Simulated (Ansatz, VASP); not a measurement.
## Two plane-wave programs on Cs3SI

The input INCAR:

```
ALGO = Normal
EDIFF = 1E-6
ENCUT = 520
GGA = PE
ISIF = 2
ISMEAR = 0
LASPH = True
LCHARG = True
LELF = True
LREAL = False
LVHAR = True
LWAVE = False
NBANDS = 51
NELM = 60
PREC = Accurate
SIGMA = 0.1
```

The input KPOINTS:

```
k-points
0
Gamma
  2 2 1
```

The input POSCAR:

```
Cs3SI
1.0
    0.0000000000      6.6826150904      0.0000000000
    0.0000000000      0.0000000000      6.6826150904
   13.3652301807      0.0000000000      0.0000000000
Cs S I
6 2 2
Direct
    0.5000000000      0.5000000000      0.0000000000
    0.5000000000      0.5000000000      0.5000000000
    0.0000000000      0.5000000000      0.2500000000
    1.0000000000      0.5000000000      0.7500000000
    0.5000000000      0.0000000000      0.2500000000
    0.5000000000      0.0000000000      0.7500000000
    0.5000000000      0.5000000000      0.2500000000
    0.5000000000      0.5000000000      0.7500000000
    0.0000000000      0.0000000000      0.5000000000
    0.0000000000      0.0000000000      0.0000000000
```

Input for Ansatz:

```yaml
crystal:
  lattice:
    - [0.0, 6.6826150904, 0.0]
    - [0.0, 0.0, 6.6826150904]
    - [13.3652301807, 0.0, 0.0]
  atoms:
    - { symbol: Cs, position: [0.5, 0.5, 0.0] }
    - { symbol: Cs, position: [0.5, 0.5, 0.5] }
    - { symbol: Cs, position: [0.0, 0.5, 0.25] }
    - { symbol: Cs, position: [1.0, 0.5, 0.75] }
    - { symbol: Cs, position: [0.5, 0.0, 0.25] }
    - { symbol: Cs, position: [0.5, 0.0, 0.75] }
    - { symbol: S, position: [0.5, 0.5, 0.25] }
    - { symbol: S, position: [0.5, 0.5, 0.75] }
    - { symbol: I, position: [0.0, 0.0, 0.5] }
    - { symbol: I, position: [0.0, 0.0, 0.0] }
basis:
  ecutwfc: 420
kpoints:
  mp_grid: { grid: [2, 2, 1] }
hamiltonian:
  xc: pbe
scf:
  occupations: { method: gaussian, width: 0.1 }
  lower_state_search: "off"
output:
  forces: true
  stress: true
  eigenvalues: true
```

Alike in both runs: task single point; functional PBE; k mesh 2 × 2 × 1; occupations gaussian, width 0.1 eV; no spin polarisation.

```csv
,VASP,Ansatz
version,VASP 6.6.1,Ansatz 0.2.0
potentials or method,"VASP PAW PBE potentials, release 64 (Cs_sv, S, I), cutoff 520 eV","scalar-relativistic, plane waves, PAW"
valence electrons in the cell,80,100
```

|  | VASP | Ansatz | Ansatz less VASP |
| --- | --- | --- | --- |
| gap on the k mesh at the Fermi level (eV) | 0.99 | 1.03 | +0.034 |
| least direct gap on the mesh (eV) | 0.99 | 1.03 | +0.034 |
| pressure (GPa) | 0.2 | 0.2 | -0.05 |

With one functional, cell and mesh, what is left measures potentials, basis and numerics. VASP's potentials hold 80 valence electrons a cell and Ansatz's 100, so a difference there can come from the potentials and not from the codes.

The k mesh is coarse, so the values compare programs but aren't converged. Spin-orbit coupling is off throughout.
